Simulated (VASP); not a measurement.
# BP (F-43m) in VASP: single point with PBE

Aim: the single point of BP with PBE.

Program: VASP 6.6.1. These are calculated values, not measurements. Logs are shortened: lines on timing, memory, paths and dates and some standing lists are left out, and cuts for length are marked.

**1. The cell of the first run**

The structure is cubic, space group F-43m (No. 216). Conventional cell: a = 4.592 Å, b = 4.592 Å, c = 4.592 Å, α = 90.00°, β = 90.00°, γ = 90.00°. P (site symmetry -43m) has 4 B at 1.99 Å within 2.6 Å. Within 2.6 Å of B (site symmetry -43m) lie 4 P at 1.99 Å.

**2. Single point, PBE**

INCAR

```
PREC = Accurate
ENCUT = 500
EDIFF = 1E-6
ISMEAR = -1
SIGMA = 0.0105
LREAL = F
LASPH = T
NELM = 120
ALGO = Normal
ISIF = 2
LWAVE = F
LCHARG = F
GGA = PE
NBANDS = 11
GGA_COMPAT = F
```

KPOINTS

```
Automatic mesh
0
Gamma
  10 10 10
```

POSCAR

```
BP
1.0
    0.0000000000      2.2961490000      2.2961490000
    2.2961490000      0.0000000000      2.2961490000
    2.2961490000      2.2961490000      0.0000000000
P B
1 1
Direct
    0.2500000000      0.2500000000      0.2500000000
    0.0000000000      0.0000000000      0.0000000000
```

Potentials or basis: VASP PAW PBE potentials, release 64 (P, B).

Launch:

```sh
> cat potpaw_PBE.64/P/POTCAR potpaw_PBE.64/B/POTCAR > POTCAR
> mpirun -np 1 vasp_std > vasp.out
```

OUTCAR:

```text
PREC = Accurate
   ENCUT = 500
   EDIFF = 1E-6
   ISMEAR = -1
   LREAL = F
   LASPH = T
   NELM = 120
   ISIF = 2
   GGA = PE

 ion  position               nearest neighbor table
   1  0.250  0.250  0.250-   2 1.99   2 1.99   2 1.99   2 1.99
   2  0.000  0.000  0.000-   1 1.99   1 1.99   1 1.99   1 1.99

  LATTYP: Found a face centered cubic cell.
 ALAT       =     4.5922980000

  Lattice vectors:

 A1 = (   0.0000000000,   2.2961490000,   2.2961490000)
 A2 = (   2.2961490000,   0.0000000000,   2.2961490000)
 A3 = (   2.2961490000,   2.2961490000,   0.0000000000)

Analysis of symmetry for initial positions (statically):
=====================================================================
 Subroutine PRICEL returns:
 Original cell was already a primitive cell.

 Routine SETGRP: Setting up the symmetry group for a
 face centered cubic supercell.

 Subroutine GETGRP returns: Found 24 space group operations
 (whereof 24 operations were pure point group operations)
 out of a pool of 48 trial point group operations.

The static configuration has the point symmetry T_d .

Analysis of symmetry for dynamics (positions and initial velocities):
=====================================================================
 Subroutine PRICEL returns:
 Original cell was already a primitive cell.

 Routine SETGRP: Setting up the symmetry group for a
 face centered cubic supercell.

 Subroutine GETGRP returns: Found 24 space group operations
 (whereof 24 operations were pure point group operations)
 out of a pool of 48 trial point group operations.

The dynamic configuration has the point symmetry T_d .

 Subroutine INISYM returns: Found 24 space group operations
 (whereof 24 operations are pure point group operations),
 and found     1 'primitive' translations

----------------------------------------------------------------------------------------

                                     Primitive cell

  volume of cell :      24.2120

  direct lattice vectors                    reciprocal lattice vectors
     0.000000000  2.296149000  2.296149000    -0.217755903  0.217755903  0.217755903
     2.296149000  0.000000000  2.296149000     0.217755903 -0.217755903  0.217755903
     2.296149000  2.296149000  0.000000000     0.217755903  0.217755903 -0.217755903

  length of vectors
     3.247245057  3.247245057  3.247245057     0.377164288  0.377164288  0.377164288

  position of ions in fractional coordinates (direct lattice)
     0.250000000  0.250000000  0.250000000
     0.000000000  0.000000000  0.000000000

  ion indices of the primitive-cell ions
   primitive index   ion index
                 1           1
                 2           2

----------------------------------------------------------------------------------------

 KPOINTS: Automatic mesh

Automatic generation of k-mesh.
 Grid dimensions read from file:
 generate k-points for:   10   10   10

 Generating k-lattice:

  Cartesian coordinates                     Fractional coordinates (reciprocal lattice)
    -0.021775590  0.021775590  0.021775590     0.100000000  0.000000000  0.000000000
     0.021775590 -0.021775590  0.021775590     0.000000000  0.100000000  0.000000000
     0.021775590  0.021775590 -0.021775590     0.000000000  0.000000000  0.100000000

  Length of vectors
     0.037716429  0.037716429  0.037716429

  Shift w.r.t. Gamma in fractional coordinates (k-lattice)
     0.000000000  0.000000000  0.000000000

 Subroutine IBZKPT returns following result:
 ===========================================

 Found     47 irreducible k-points:

 Following reciprocal coordinates:
            Coordinates               Weight
  0.000000  0.000000  0.000000      1.000000
  0.100000  0.000000  0.000000      8.000000
  0.200000  0.000000  0.000000      8.000000
  0.300000  0.000000  0.000000      8.000000
  0.400000  0.000000  0.000000      8.000000
  0.500000  0.000000  0.000000      4.000000
[... 16 lines left out ...]
  0.300000  0.300000  0.000000      6.000000
  0.400000  0.300000  0.000000     24.000000
 [... further k-points ...]
   k-points           NKPTS =     47   k-points in BZ     NKDIM =     47   number of bands    NBANDS=     11
   number of dos      NEDOS =    301   number of ions     NIONS =      2
   total plane-waves  NPLWV =  13824
   dimension x,y,z NGX =    24 NGY =   24 NGZ =   24
   dimension x,y,z NGXF=    48 NGYF=   48 NGZF=   48
   ions per type =               1   1
   NGX,Y,Z   is equivalent  to a cutoff of  12.29, 12.29, 12.29 a.u.
   NGXF,Y,Z  is equivalent  to a cutoff of  24.57, 24.57, 24.57 a.u.
 SYSTEM =  unknown system
   PREC   = accura    normal or accurate (medium, high low for compatibility)
   ISTART =      0    job   : 0-new  1-cont  2-samecut
   ICHARG =      2    charge: 1-file 2-atom 10-const
   ISPIN  =      1    spin polarized calculation?
   LNONCOLLINEAR =      F non collinear calculations
   LSORBIT =      F    spin-orbit coupling
   LASPH  =      T    aspherical Exc in radial PAW
   ENCUT  =  500.0 eV  36.75 Ry    6.06 a.u.   5.92  5.92  5.92*2*pi/ulx,y,z
   NELM   =    120;   NELMIN=  2; NELMDL= -5     # of ELM steps
   EDIFF  = 0.1E-05   stopping-criterion for ELM
   LREAL  =      F    real-space projection
   EDIFFG = 0.1E-04   stopping-criterion for IOM
   NSW    =      0    number of steps for IOM
   IBRION =     -1    ionic relax: 0-MD 1-quasi-New 2-CG
   NFREE  =      0    steps in history (QN), initial steepest desc. (CG)
   ISIF   =      2    stress and relaxation
   ISYM   =      2    0-nonsym 1-usesym 2-fastsym
   POTIM  = 0.5000    time-step for ionic-motion
   TEBEG  =    0.0;   TEEND  =   0.0 temperature during run
   PSTRESS=    0.0 pullay stress
   NELECT =       8.0000    total number of electrons
   NUPDOWN=      -1.0000    fix difference up-down
   EMIN   =  10.00;   EMAX   =-10.00  energy-range for DOS
   EFERMI =   0.00;   METHOD = LEGACY
   ISMEAR =    -1;   SIGMA  =   0.01  broadening in eV -4-tet -1-fermi 0-gaus
   EFERMI_NEDOS =   21; number of points for ismear=-14 and -15
   IALGO  =     38    algorithm
   IMIX   =      4    mixing-type and parameters
     AMIX     =   0.40;   BMIX     =  1.00
     AMIX_MAG =   1.60;   BMIX_MAG =  1.00
  volume/ion in A,a.u.               =      12.11        81.70
  Fermi-wavevector in a.u.,A,eV,Ry     =   1.131778  2.138751 17.428009  1.280923
  Thomas-Fermi vector in A             =   2.268478
   LORBIT       =      0    0 simple, 1 ext, 2 COOP (PROOUT), +10 PAW based schemes
   GGA     = PE    functional components
   LHFCALC =     F    Hartree Fock is set to
   AEXX    =    0.0000 exact exchange contribution
   IVDW    =     0    specifies the selected vdW correction
   LEPSILON=     F    determine dielectric tensor
   LRPA    =     F    only Hartree local field effects (RPA)
 non-spin polarized calculation
  energy-cutoff  :      500.00
  volume of cell :       24.21
 maximum number of plane-waves:       636
   NGX = 11   NGY = 11   NGZ = 11

 number of electron       7.9999999 magnetization

 Free energy of the ion-electron system (eV)
  ---------------------------------------------------
  ext. energy  EPLUGINS =         0.00000000
  ---------------------------------------------------
  free energy    TOTEN  =       -12.92025200 eV

  energy without entropy =      -12.92025200  energy(sigma->0) =      -12.92025200

 E-fermi :   7.2118     XC(G=0): -10.7542

 val. band max:        7.0156896830   @ k =   0.0000   0.0000   0.0000
 cond. band min:       8.3030595512   @ k =   0.4000   0.4000   0.0000
 fundamental gap:      1.2873698682
 Fermi energy:         7.2118190551

 k-point     1 :       0.0000    0.0000    0.0000
  band No.  band energies     occupation
      1      -8.1297      2.00000
      2       7.0157      2.00000
      3       7.0157      2.00000
      4       7.0157      2.00000
      5      10.3665      0.00000
      6      10.3665      0.00000
      7      10.3665      0.00000
      8      13.8530      0.00000
      9      18.2937      0.00000
     10      19.0446      0.00000
     11      19.0446      0.00000

 k-point     2 :       0.1000    0.0000    0.0000
  band No.  band energies     occupation
      1      -7.9548      2.00000
      2       5.7385      2.00000
      3       6.7304      2.00000
      4       6.7304      2.00000
      5      10.7615      0.00000
      6      10.7615      0.00000
      7      10.7662      0.00000
      8      14.4111      0.00000
      9      18.3832      0.00000
     10      18.3832      0.00000
     11      18.8439      0.00000

 k-point     3 :       0.2000    0.0000    0.0000
  band No.  band energies     occupation
      1      -7.4374      2.00000
      2       3.4494      2.00000
      3       6.1866      2.00000
      4       6.1866      2.00000
      5      10.8995      0.00000
      6      11.4670      0.00000
      7      11.4670      0.00000
      8      15.6835      0.00000
      9      17.7960      0.00000
     10      17.7960      0.00000
     11      19.6920      0.00000

 k-point     4 :       0.3000    0.0000    0.0000
  band No.  band energies     occupation
      1      -6.6085      2.00000
      2       1.1514      2.00000
      3       5.7088      2.00000
      4       5.7088      2.00000
      5      10.7690      0.00000
      6      11.8127      0.00000
      7      11.8127      0.00000
      8      16.7363      0.00000
      9      18.3345      0.00000
     10      18.3345      0.00000
     11      19.9056      0.00000
[... 239 lines left out ...]
 k-point    22 :      -0.2000    0.2000    0.0000
  band No.  band energies     occupation
      1      -6.3260      2.00000
      2       1.8508      2.00000
      3       2.9822      2.00000
      4       5.8026      2.00000
      5      11.3991      0.00000
      6      12.2398      0.00000
      7      13.2495      0.00000
      8      15.1082      0.00000
      9      16.4913      0.00000
     10      20.3719      0.00000
     11      22.3609      0.00000

 k-point    23 :       0.3000    0.3000    0.0000
  band No.  band energies     occupation
      1      -6.0798      2.00000
      2       2.2187      2.00000
      3       3.8988      2.00000
      4       3.8988      2.00000
      5       8.5677      0.00000
      6      10.9384      0.00000
      7      15.6599      0.00000
      8      15.6599      0.00000
      9      19.6162      0.00000
     10      21.2427      0.00000
     11      23.1148      0.00000

 k-point    24 :       0.4000    0.3000    0.0000
  band No.  band energies     occupation
      1      -5.2839      2.00000
      2       0.9329      2.00000
      3       3.0999      2.00000
      4       3.6120      2.00000
      5       8.8547      0.00000
      6      10.6473      0.00000
      7      16.2360      0.00000
      8      16.2797      0.00000
      9      20.6037      0.00000
     10      22.0781      0.00000
     11      23.5752      0.00000

 [... further k-points ...]
[... 5 lines left out ...]
  --------------------------------------------------------------------------------------
  -------------------------------------------------------------------------------------
  Total       -0.6966849     -0.6966849     -0.6966849     -0.0000000      0.0000000      0.0000000
  in kB      -46.1016866    -46.1016866    -46.1016866     -0.0000000      0.0000000      0.0000000
  external PRESSURE =     -46.1016866 kB  Pullay stress =       0.0000000 kB

 VOLUME and BASIS-vectors are now :
 -----------------------------------------------------------------------------
  energy-cutoff  :      500.00
  volume of cell :       24.21
      direct lattice vectors                 reciprocal lattice vectors
     0.000000000  2.296149000  2.296149000    -0.217755903  0.217755903  0.217755903
     2.296149000  0.000000000  2.296149000     0.217755903 -0.217755903  0.217755903
     2.296149000  2.296149000  0.000000000     0.217755903  0.217755903 -0.217755903

 POSITION                                       TOTAL-FORCE (eV/Angst)
 -----------------------------------------------------------------------------------
      1.14807      1.14807      1.14807        -0.000000     -0.000000     -0.000000
      0.00000      0.00000      0.00000         0.000000      0.000000      0.000000
 -----------------------------------------------------------------------------------
    total drift:                                0.000000      0.000000      0.000000

  FREE ENERGIE OF THE ION-ELECTRON SYSTEM (eV)
  ---------------------------------------------------
  free  energy   TOTEN  =       -12.9202520007 eV

  energy  without entropy=      -12.9202520007  energy(sigma->0) =      -12.92025200
```

Wall time 7 s (1 thread of Intel Xeon 6975P-C (Granite Rapids), shared host); peak memory 0.13 GiB.

What came out:

* Free energy: -12.9203 eV
* Pressure: -4.6 GPa
* Band gap on the k mesh: 1.29 eV, indirect (least direct gap 3.35 eV)

Levels at points of the mesh, in eV from the valence-band top:
| k point | band 1 | band 2 | band 3 | band 4 | band 5 | band 6 | band 7 | band 8 | band 9 |
| --- | --- | --- | --- | --- | --- | --- | --- | --- | --- |
| (0.00, 0.00, 0.00) | -15.15 | 0.00 | 0.00 | 0.00 | 3.35 | 3.35 | 3.35 | 6.84 | 11.28 |
| (0.50, 0.00, 0.00) | -11.96 | -8.78 | -1.71 | -1.71 | 3.57 | 4.69 | 4.69 | 10.00 | 14.40 |
| (0.50, 0.50, 0.00) | -10.48 | -8.40 | -3.99 | -3.99 | 1.40 | 1.69 | 11.79 | 11.79 | 14.81 |

A k mesh can miss the band edges. A hybrid or GW would open this gap; PBE tends to underestimate it.
